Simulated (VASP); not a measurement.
# TaN (Fmm2) in VASP: single point with PBE

Aim: the single point of TaN with PBE.

Program: VASP 6.6.1. These are calculated values, not measurements. Logs are shortened: lines on timing, memory, paths and dates and some standing lists are left out, and cuts for length are marked.

### Step 1. The cell of the first run

It takes space group Fmm2 (No. 42, orthorhombic). Conventional cell: a = 4.107 Å, b = 4.571 Å, c = 4.571 Å, α = 90.00°, β = 90.00°, γ = 90.00°. Within 2.7 Å of Ta (site symmetry mm2) lie 6 N at 2.06 to 2.49 Å. Within 2.7 Å of N (site symmetry mm2) lie 6 Ta at 2.06 to 2.49 Å.

### Step 2. Single point, PBE (atoms displaced along a vibrational mode, the cell strained)

File INCAR:

```
ALGO = Normal ; EDIFF = 1E-6
ENCUT = 700 ; GGA = PE
GGA_COMPAT = F ; ISIF = 2
ISMEAR = 0 ; LASPH = T
LCHARG = F ; LREAL = F
LWAVE = F ; NBANDS = 16
NELM = 120 ; PREC = Accurate
SIGMA = 0.15
```

File KPOINTS:

```
k-points
0
Gamma
  18 18 18
```

File POSCAR:

```
TaN
1.0
    0.0000000000      2.2853961859      2.0535443989
    2.2853961859      0.0000000000      2.0535443989
    2.2853961859      2.2853961859      0.0000000000
Ta N
1 1
Direct
    0.4968326312      0.5031673688      0.5031673688
    0.0409173038     -0.0409173038     -0.0409173038
```

Potentials or basis: VASP PAW PBE potentials, release 64 (Ta_sv_GW, N).

On the command line:

```sh
$ cat potpaw_PBE.64/Ta_sv_GW/POTCAR potpaw_PBE.64/N/POTCAR > POTCAR
$ mpirun -np 1 vasp_std > vasp.out
```

OUTCAR:

```text
EDIFF = 1E-6
   ENCUT = 700
   GGA = PE
   ISIF = 2
   ISMEAR = 0
   LASPH = T
   LREAL = F
   NELM = 120
   PREC = Accurate

 ion  position               nearest neighbor table
   1  0.497  0.503  0.503-   2 2.06   2 2.06   2 2.08   2 2.29   2 2.29   2 2.49
   2  0.041  0.959  0.959-   1 2.06   1 2.06   1 2.08   1 2.29   1 2.29   1 2.49

  LATTYP: Found a body centered tetragonal cell.
 ALAT       =     3.2320382815
 C/A-ratio  =     1.2707426212

  Lattice vectors:

 A1 = (   0.0000000000,  -2.2853961859,  -2.0535443989)
 A2 = (   0.0000000000,   2.2853961859,  -2.0535443989)
 A3 = (   2.2853961859,   0.0000000000,   2.0535443989)

Analysis of symmetry for initial positions (statically):
=====================================================================
 Subroutine PRICEL returns:
 Original cell was already a primitive cell.

 Routine SETGRP: Setting up the symmetry group for a
 body centered tetragonal supercell.

 Subroutine GETGRP returns: Found  4 space group operations
 (whereof  4 operations were pure point group operations)
 out of a pool of 16 trial point group operations.

The static configuration has the point symmetry C_2v.

Analysis of symmetry for dynamics (positions and initial velocities):
=====================================================================
 Subroutine PRICEL returns:
 Original cell was already a primitive cell.

 Routine SETGRP: Setting up the symmetry group for a
 body centered tetragonal supercell.

 Subroutine GETGRP returns: Found  4 space group operations
 (whereof  4 operations were pure point group operations)
 out of a pool of 16 trial point group operations.

The dynamic configuration has the point symmetry C_2v.

 Subroutine INISYM returns: Found  4 space group operations
 (whereof  4 operations are pure point group operations),
 and found     1 'primitive' translations

----------------------------------------------------------------------------------------

                                     Primitive cell

  volume of cell :      21.4515

  direct lattice vectors                    reciprocal lattice vectors
     0.000000000  2.285396186  2.053544399    -0.218780447  0.218780447  0.243481466
     2.285396186  0.000000000  2.053544399     0.218780447 -0.218780447  0.243481466
     2.285396186  2.285396186  0.000000000     0.218780447  0.218780447 -0.243481466

  length of vectors
     3.072471371  3.072471371  3.232038281     0.393716894  0.393716894  0.393716894

  position of ions in fractional coordinates (direct lattice)
     0.496832631  0.503167369  0.503167369
     0.040917304  0.959082696  0.959082696

  ion indices of the primitive-cell ions
   primitive index   ion index
                 1           1
                 2           2

----------------------------------------------------------------------------------------

 KPOINTS: k-points

Automatic generation of k-mesh.
 Grid dimensions read from file:
 generate k-points for:   18   18   18

 Generating k-lattice:

  Cartesian coordinates                     Fractional coordinates (reciprocal lattice)
    -0.012154469  0.012154469  0.013526748     0.055555556  0.000000000  0.000000000
     0.012154469 -0.012154469  0.013526748     0.000000000  0.055555556  0.000000000
     0.012154469  0.012154469 -0.013526748     0.000000000  0.000000000  0.055555556

  Length of vectors
     0.021873161  0.021873161  0.021873161

  Shift w.r.t. Gamma in fractional coordinates (k-lattice)
     0.000000000  0.000000000  0.000000000

 Subroutine IBZKPT returns following result:
 ===========================================

 Found    865 irreducible k-points:

 Following reciprocal coordinates:
            Coordinates               Weight
  0.000000  0.000000  0.000000      1.000000
  0.055556 -0.000000  0.000000      8.000000
  0.111111 -0.000000  0.000000      8.000000
  0.166667 -0.000000  0.000000      8.000000
  0.222222 -0.000000  0.000000      8.000000
  0.277778  0.000000  0.000000      8.000000
[... 16 lines left out ...]
 -0.277778  0.055556  0.000000      8.000000
 -0.222222  0.055556  0.000000      8.000000
 [... further k-points ...]
   k-points           NKPTS =    865   k-points in BZ     NKDIM =    865   number of bands    NBANDS=     16
   number of dos      NEDOS =    301   number of ions     NIONS =      2
   total plane-waves  NPLWV =  21952
   dimension x,y,z NGX =    28 NGY =   28 NGZ =   28
   dimension x,y,z NGXF=    56 NGYF=   56 NGZF=   56
   ions per type =               1   1
   NGX,Y,Z   is equivalent  to a cutoff of  15.15, 15.15, 14.40 a.u.
   NGXF,Y,Z  is equivalent  to a cutoff of  30.30, 30.30, 28.80 a.u.
 SYSTEM =  unknown system
   PREC   = accura    normal or accurate (medium, high low for compatibility)
   ISTART =      0    job   : 0-new  1-cont  2-samecut
   ICHARG =      2    charge: 1-file 2-atom 10-const
   ISPIN  =      1    spin polarized calculation?
   LNONCOLLINEAR =      F non collinear calculations
   LSORBIT =      F    spin-orbit coupling
   LASPH  =      T    aspherical Exc in radial PAW
   ENCUT  =  700.0 eV  51.45 Ry    7.17 a.u.   6.63  6.63  6.97*2*pi/ulx,y,z
   NELM   =    120;   NELMIN=  2; NELMDL= -5     # of ELM steps
   EDIFF  = 0.1E-05   stopping-criterion for ELM
   LREAL  =      F    real-space projection
   EDIFFG = 0.1E-04   stopping-criterion for IOM
   NSW    =      0    number of steps for IOM
   IBRION =     -1    ionic relax: 0-MD 1-quasi-New 2-CG
   NFREE  =      0    steps in history (QN), initial steepest desc. (CG)
   ISIF   =      2    stress and relaxation
   ISYM   =      2    0-nonsym 1-usesym 2-fastsym
   POTIM  = 0.5000    time-step for ionic-motion
   TEBEG  =    0.0;   TEEND  =   0.0 temperature during run
   PSTRESS=    0.0 pullay stress
   NELECT =      18.0000    total number of electrons
   NUPDOWN=      -1.0000    fix difference up-down
   EMIN   =  10.00;   EMAX   =-10.00  energy-range for DOS
   EFERMI =   0.00;   METHOD = LEGACY
   ISMEAR =     0;   SIGMA  =   0.15  broadening in eV -4-tet -1-fermi 0-gaus
   EFERMI_NEDOS =   21; number of points for ismear=-14 and -15
   IALGO  =     38    algorithm
   IMIX   =      4    mixing-type and parameters
     AMIX     =   0.40;   BMIX     =  1.00
     AMIX_MAG =   1.60;   BMIX_MAG =  1.00
  volume/ion in A,a.u.               =      10.73        72.38
  Fermi-wavevector in a.u.,A,eV,Ry     =   1.544116  2.917956 32.440299  2.384295
  Thomas-Fermi vector in A             =   2.649683
   LORBIT       =      0    0 simple, 1 ext, 2 COOP (PROOUT), +10 PAW based schemes
   GGA     = PE    functional components
   LHFCALC =     F    Hartree Fock is set to
   AEXX    =    0.0000 exact exchange contribution
   IVDW    =     0    specifies the selected vdW correction
   LEPSILON=     F    determine dielectric tensor
   LRPA    =     F    only Hartree local field effects (RPA)
 non-spin polarized calculation
 Gauss-broadening in eV      SIGMA  =   0.15
  energy-cutoff  :      700.00
  volume of cell :       21.45
 maximum number of plane-waves:       920
   NGX = 13   NGY = 13   NGZ = 13

 number of electron      18.0000000 magnetization

 Free energy of the ion-electron system (eV)
  ---------------------------------------------------
  ext. energy  EPLUGINS =         0.00000000
  ---------------------------------------------------
  free energy    TOTEN  =       -23.97396639 eV

  energy without entropy =      -23.96437970  energy(sigma->0) =      -23.96917304

 E-fermi :  13.5601     XC(G=0): -13.6946

 val. band max:       13.5587171518   @ k =  -0.3333   0.0556   0.0000
 cond. band min:      13.5617939300   @ k =  -0.3889   0.2222   0.1667
 fundamental gap:      0.0030767782
 Fermi energy:        13.5601125445

 k-point     1 :       0.0000    0.0000    0.0000
  band No.  band energies     occupation
      1     -55.7912      2.00000
      2     -22.0336      2.00000
      3     -22.0030      2.00000
      4     -21.9945      2.00000
      5      -5.1648      2.00000
      6       8.8930      2.00000
[... 8 lines left out ...]
     15      22.8732      0.00000
     16      34.8961      0.00000

 k-point     2 :       0.0556   -0.0000    0.0000
  band No.  band energies     occupation
      1     -55.7895      2.00000
      2     -22.0490      2.00000
      3     -22.0157      2.00000
      4     -21.9993      2.00000
      5      -5.0898      2.00000
      6       8.4836      2.00000
[... 8 lines left out ...]
     15      23.1036      0.00000
     16      34.2946      0.00000

 k-point     3 :       0.1111   -0.0000    0.0000
  band No.  band energies     occupation
      1     -55.7847      2.00000
      2     -22.1200      2.00000
      3     -22.0353      2.00000
      4     -22.0030      2.00000
      5      -4.8713      2.00000
      6       7.7944      2.00000
[... 8 lines left out ...]
     15      23.7493      0.00000
     16      32.9084      0.00000

 k-point     4 :       0.1667   -0.0000    0.0000
  band No.  band energies     occupation
      1     -55.7773      2.00000
      2     -22.2378      2.00000
      3     -22.0559      2.00000
      4     -22.0067      2.00000
      5      -4.5282      2.00000
      6       6.9977      2.00000
[... 8 lines left out ...]
     15      24.6603      0.00000
     16      31.3739      0.00000
[... 324 lines left out ...]
 k-point    22 :      -0.3333    0.0556    0.0000
  band No.  band energies     occupation
      1     -55.7467      2.00000
      2     -22.6789      2.00000
      3     -22.1308      2.00000
      4     -22.0490      2.00000
      5      -3.0749      2.00000
      6       4.4968      2.00000
[... 8 lines left out ...]
     15      24.9941      0.00000
     16      28.1875      0.00000

 k-point    23 :      -0.2778    0.0556    0.0000
  band No.  band energies     occupation
      1     -55.7555      2.00000
      2     -22.5498      2.00000
      3     -22.1059      2.00000
      4     -22.0475      2.00000
      5      -3.5523      2.00000
      6       5.1615      2.00000
[... 8 lines left out ...]
     15      25.4413      0.00000
     16      28.9240      0.00000

 k-point    24 :      -0.2222    0.0556    0.0000
  band No.  band energies     occupation
      1     -55.7650      2.00000
      2     -22.4062      2.00000
      3     -22.0801      2.00000
      4     -22.0433      2.00000
      5      -4.0259      2.00000
      6       5.9110      2.00000
[... 8 lines left out ...]
     15      25.6839      0.00000
     16      28.8287      0.00000

 [... further k-points ...]

------------------------ aborting loop because EDIFF is reached ----------------------------------------

  FORCE on cell =-STRESS in cart. coord.  units (eV):
  Direction    XX          YY          ZZ          XY          YZ          ZX
  --------------------------------------------------------------------------------------
  -------------------------------------------------------------------------------------
  Total        0.4691223     -1.5814562      7.3493805      0.0000000      0.0000000      0.0000000
  in kB       35.0380197   -118.1165266    548.9138968      0.0000000      0.0000000      0.0000000
  external PRESSURE =     155.2784633 kB  Pullay stress =       0.0000000 kB

 VOLUME and BASIS-vectors are now :
 -----------------------------------------------------------------------------
  energy-cutoff  :      700.00
  volume of cell :       21.45
      direct lattice vectors                 reciprocal lattice vectors
     0.000000000  2.285396186  2.053544399    -0.218780447  0.218780447  0.243481466
     2.285396186  0.000000000  2.053544399     0.218780447 -0.218780447  0.243481466
     2.285396186  2.285396186  0.000000000     0.218780447  0.218780447 -0.243481466

 POSITION                                       TOTAL-FORCE (eV/Angst)
 -----------------------------------------------------------------------------------
      2.29987      2.28540      2.05354        -0.860547      0.000000      0.000000
      4.38377      2.28540      2.05354         0.860547      0.000000      0.000000
 -----------------------------------------------------------------------------------
    total drift:                                0.000008      0.000000      0.000000

  FREE ENERGIE OF THE ION-ELECTRON SYSTEM (eV)
  ---------------------------------------------------
  free  energy   TOTEN  =       -23.9739663851 eV

  energy  without entropy=      -23.9643796993  energy(sigma->0) =      -23.96917304
```

It took 4.1 min on 1 thread of Intel Xeon Platinum 8488C (Sapphire Rapids), shared host; peak memory 0.59 GiB.

What came out:

| Quantity | Value |
| --- | --- |
| Free energy | -23.9740 eV |
| Pressure | 15.5 GPa |
| Largest force | 0.861 eV/Å |
| Band gap on the k mesh | zero (bands 9 and 10 overlap by 2.95 eV) |

Forces in eV/Å, atoms in the order of the input:
```
Ta  -0.861  0.000  0.000
N    0.861  0.000  0.000
```

Stress tensor (GPa, compression positive):
```
  3.50   0.00   0.00
  0.00 -11.81   0.00
  0.00   0.00  54.89
```

Caveat: the cell differs from its parent crystal (atoms displaced along a vibrational mode, the cell strained); the stress differs along the axes, from -12 to 55 GPa; spin-orbit coupling is left out, which moves the levels of the heavy elements.
